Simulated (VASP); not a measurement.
K2S, 3 atoms in the cell. It takes space group R-3m (No. 166, trigonal). The conventional cell has a = 5.236 Å, b = 5.236 Å, c = 12.955 Å, α = 90.00°, β = 90.00°, γ = 120.00°. S (site symmetry -3m) has 8 K at 3.21 to 3.23 Å within 4.2 Å. Within 4.2 Å of K (site symmetry 3m) lie 4 S at 3.21 to 3.23 Å and 6 K at 3.71 to 3.72 Å.  This cell differs from its parent crystal: strain along [111] +1.0%.

```yaml
Program: VASP 6.6.1
Task: single point
Functional: HSE06
Potentials_or_basis: VASP PAW PBE potentials, release 64 (S, K_sv)
Cutoff: 400 eV
k_mesh: 4 × 4 × 4
Occupations: gaussian, width 0.01 eV
Spin: no spin polarisation
Dipole_correction: no
Grid_for_exact_exchange_PRECFOCK: Normal
Further_INCAR_settings: ALGO = Normal; EDIFF = 1e-06; NBANDS = 19
Share_of_exact_exchange: 0.25
Screening_parameter: 0.2079 1/Å
```

Potentials or basis: VASP PAW PBE potentials, release 64 (S, K_sv).

The run is started by

```sh
$ cat potpaw_PBE.64/S/POTCAR potpaw_PBE.64/K_sv/POTCAR > POTCAR
$ cp INCAR.step1 INCAR
$ mpirun -np 1 vasp_std > vasp.out
$ cp INCAR.step2 INCAR
$ mpirun -np 1 vasp_std > vasp.out
```

Hardware: 1 thread of Intel Xeon 8259CL, with other jobs on the host.

Question: Estimate the wall time of this run.

Answer: Run time: 36 min on 1 thread of Intel Xeon 8259CL (shared host), peak memory 0.32 GiB. Counts: k points 13.
